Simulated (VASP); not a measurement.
A run of VASP 6.6.1 is set up as follows.

File INCAR:

```
PREC = Accurate
ENCUT = 520
EDIFF = 1E-6
ISMEAR = 0
SIGMA = 0.15
LREAL = F
LASPH = T
NELM = 80
ALGO = Fast
ISIF = 2
LWAVE = F
LCHARG = T
GGA = PS
LELF = T
LVHAR = T
NBANDS = 12
```

The input KPOINTS:

```
Automatic mesh
0
Gamma
  26 26 26
```

Contents of POSCAR:

```
Ta
1.0
   -1.5090389812      1.5090389812      1.7058701527
    1.5090389812     -1.5090389812      1.7058701527
    1.5090389812      1.5090389812     -1.7058701527
Ta
1
Direct
    0.0000000000      0.0000000000      0.0000000000
```

Potentials or basis: VASP PAW PBE potentials, release 64 (Ta_pv).

The run is started by

```console
$ cat potpaw_PBE.64/Ta_pv/POTCAR > POTCAR
$ mpirun -np 1 vasp_std > vasp.out
```

(1) Predict the band gap on the k mesh.

(2) What does it give for the pressure?

Answers

(1) zero (an odd number of electrons rules out a gap without spin polarisation).

(2) 36.2 GPa.

Caveat: the cell differs from its parent crystal (strain -0.080 along x and y, +0.040 along z); the cell stands under pressure; the PAW data sets were made with another functional, which shifts forces and pressure a little; spin-orbit coupling is left out, which moves the levels of the heavy elements.
